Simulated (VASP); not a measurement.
# NaCdBr3: single point with PBE

NaCdBr3:

```xyz
5
Lattice="5.7373 0.0000 0.0000 0.0000 5.7373 0.0000 0.0000 0.0000 5.3150" Properties=species:S:1:pos:R:3 pbc="T T T"
Na    0.0000    0.0000    0.0000
Cd    2.8686    2.8686    2.6575
Br    2.8686    2.8686    0.0000
Br    2.8686    0.0000    2.6575
Br    0.0000    2.8686    2.6575
```

This cell differs from its parent crystal: epitaxial xy strain +5.0%.

| Property | Result |
| --- | --- |
| Program | VASP 6.6.1 |
| Task | single point |
| Functional | PBE |
| Potentials or basis | VASP PAW PBE potentials, release 64 (Na_pv, Cd, Br) |
| Cutoff | 520 eV |
| k mesh | 6 × 6 × 6 |
| Occupations | fermi-dirac, width 0.02 eV |
| Spin | no spin polarisation |
| Dipole correction | no |
| Further INCAR settings | ALGO = Normal; EDIFF = 1e-06; NBANDS = 28 |

| Quantity | Value |
| --- | --- |
| Pressure | -0.6 GPa |
| Band gap on the k mesh | 0.69 eV (least direct gap 1.16 eV) |

Stress tensor (GPa, compression positive):
```
-1.37  0.00  0.00
 0.00 -1.37  0.00
 0.00  0.00  0.94
```

Levels at points of the mesh, in eV from the valence-band top:
| k point | band 17 | band 18 | band 19 | band 20 | band 21 | band 22 | band 23 | band 24 |
| --- | --- | --- | --- | --- | --- | --- | --- | --- |
| (0.00, 0.00, 0.00) | -0.56 | -0.53 | -0.47 | -0.47 | 0.69 | 3.21 | 7.10 | 7.16 |
| (0.50, 0.00, 0.00) | -0.80 | -0.75 | -0.54 | -0.53 | 3.15 | 4.58 | 5.56 | 6.99 |
| (0.50, 0.50, 0.00) | -0.73 | -0.73 | -0.22 | -0.11 | 4.65 | 5.00 | 6.05 | 6.05 |
| (0.00, 0.00, 0.50) | -0.99 | -0.77 | -0.54 | -0.54 | 4.05 | 4.91 | 5.47 | 7.46 |
| (0.50, 0.00, 0.50) | -0.97 | -0.80 | -0.07 | -0.04 | 4.90 | 5.37 | 5.83 | 6.43 |
| (0.50, 0.50, 0.50) | -0.09 | -0.03 | -0.03 | 0.00 | 3.97 | 5.16 | 5.16 | 5.82 |

It took 5.7 min on 1 thread of AMD EPYC 7571, with other jobs on the host, peak memory 0.36 GiB.

Caveat: the cell differs from its parent crystal (epitaxial xy strain +5.0%); semilocal functionals underestimate gaps, and a narrow one can read as zero. A k mesh can miss the band edges.
